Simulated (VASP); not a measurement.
ScPt, 2 atoms in the cell. Symmetry: Pm-3m, No. 221, cubic system. Conventional cell: a = 3.292 Å, b = 3.292 Å, c = 3.292 Å, α = 90.00°, β = 90.00°, γ = 90.00°. Within 3.8 Å of Sc (site symmetry m-3m) lie 8 Pt at 2.85 Å and 6 Sc at 3.29 Å. Pt (site symmetry m-3m) has 8 Sc at 2.85 Å and 6 Pt at 3.29 Å within 3.8 Å. 

| Quantity | Value |
| --- | --- |
| Program | VASP 6.6.1 |
| Task | single point |
| Functional | LDA |
| Potentials or basis | VASP PAW LDA potentials, release 64 (Sc_sv, Pt) |
| Cutoff | 500 eV |
| k mesh | 7 × 7 × 7 |
| Occupations | methfessel-paxton, width 0.1 eV |
| Spin | no spin polarisation |
| Dipole correction | no |
| Further INCAR settings | ALGO = Normal; EDIFF = 1e-06; NBANDS = 18 |

Potentials or basis: VASP PAW LDA potentials, release 64 (Sc_sv, Pt).

The run is started by

```sh
$ cat potpaw_LDA.64/Sc_sv/POTCAR potpaw_LDA.64/Pt/POTCAR > POTCAR
$ mpirun -np 1 vasp_std > vasp.out
```

Hardware: 1 thread of Intel(R) Xeon(R) Platinum 8488C (Sapphire Rapids), on a shared host.

Question: How long does it take, and how much memory?

Answer: It took 7.7 s on 1 thread of Intel(R) Xeon(R) Platinum 8488C (Sapphire Rapids), on a shared host, peak memory 0.13 GiB. Counts: scf iterations 12, k points 20.
